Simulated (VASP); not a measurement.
A run of VASP 6.6.1:

Contents of INCAR:

```
SYSTEM = Si2Ni
ALGO = Normal
EDIFF = 1E-6
ENCUT = 520
GGA = PE
ISIF = 2
ISMEAR = 1
LASPH = .True.
LCHARG = .False.
LREAL = .False.
LWAVE = .False.
NBANDS = 48
NELM = 100
PREC = Accurate
SIGMA = 0.1
```

File KPOINTS:

```
k-points
0
Gamma
  10 10 10
  0 0 0
```

The input POSCAR:

```
Si2Ni
1.0
    5.4437011653      0.0000000000      0.0000000000
    0.0000000000      5.4437011653      0.0000000000
    0.0000000000      0.0000000000      5.4437011653
Ni Si
4 8
Direct
    0.0000000000      0.0000000000      0.0000000000
    0.0000000000      0.5000000000      0.5000000000
    0.5000000000      0.0000000000      0.5000000000
    0.5000000000      0.5000000000      0.0000000000
    0.2500000000      0.2500000000      0.2500000000
    0.7500000000      0.7500000000      0.7500000000
    0.2500000000      0.7500000000      0.7500000000
    0.7500000000      0.2500000000      0.2500000000
    0.7500000000      0.2500000000      0.7500000000
    0.2500000000      0.7500000000      0.2500000000
    0.7500000000      0.7500000000      0.2500000000
    0.2500000000      0.2500000000      0.7500000000
```

Potentials or basis: VASP PAW PBE potentials, release 64 (Ni, Si).

Command:

```sh
$ cat potpaw_PBE.64/Ni/POTCAR potpaw_PBE.64/Si/POTCAR > POTCAR
$ mpirun -np 1 vasp_std > vasp.out
```

Hardware: 1 thread of AMD EPYC 9R45 (Zen 5) (shared host).

How long does it take, and how much memory?

Run time: 3.2 min on 1 thread of AMD EPYC 9R45 (Zen 5), with other jobs on the host, peak memory 0.42 GiB. Counts: scf iterations 15, k points 56.
